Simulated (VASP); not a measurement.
Set up this calculation in VASP 6.6.1, as the native input.

- Task: relaxation of cell and atoms
- Functional: PBEsol
- Potentials or basis: VASP PAW PBE potentials, release 64 (Li_sv, H)
- Cutoff: 600 eV
- k mesh: 11 × 11 × 11
- Occupations: fermi-dirac, width 0.05 eV
- Spin: no spin polarisation
- Dipole correction: no
- Further INCAR settings: ALGO = Normal; EDIFF = 1e-06; IBRION = 2; EDIFFG = -0.01; NSW = 60; ISIF = 3

The structure of LiH lies in POSCAR:

```
LiH
1.0
    0.0000000000      2.0367500000      2.0367500000
    2.0367500000      0.0000000000      2.0367500000
    2.0367500000      2.0367500000      0.0000000000
Li H
1 1
Direct
    0.0000000000      0.0000000000      0.0000000000
    0.5000000000      0.5000000000      0.5000000000
```

These files were run (other wordings do the same):

INCAR

```
PREC = Accurate ; ENCUT = 600
EDIFF = 1E-6 ; ISMEAR = -1
SIGMA = 0.05 ; LREAL = F
LASPH = T ; NELM = 80
ALGO = Normal ; ISIF = 3
LWAVE = F ; LCHARG = F
GGA = PS ; IBRION = 2
NSW = 60 ; EDIFFG = -0.01
```

KPOINTS

```
regular mesh
0
Gamma
  11 11 11
```

Potentials or basis: VASP PAW PBE potentials, release 64 (Li_sv, H).

Run with:

```sh
$ cat potpaw_PBE.64/Li_sv/POTCAR potpaw_PBE.64/H/POTCAR > POTCAR
$ mpirun -np 1 vasp_std > vasp.out
```

Results of the run:

The relaxed volume is 7.83 Å³/atom, the relaxed cell is a = 2.809 Å, b = 2.809 Å, c = 2.809 Å, α = 60.00°, β = 60.00°, γ = 60.00° and the space group after relaxing (to 0.05 Å) is Fm-3m (No. 225). The energy gained by relaxing is 4.9 meV/atom, the ionic steps are 3 and the pressure after relaxing is 0.1 GPa. The band gap on the k mesh is 2.93 eV, direct.

Caveat: the cutoff is under 1.25 times the usual one of these potentials, so pressure, stress and relaxed cells hold a basis-set (Pulay) error; the PAW data sets were made with another functional, which shifts forces and pressure a little.

Run time: 19 s on 1 thread of Intel Xeon 8259CL (shared host), peak memory 0.13 GiB.
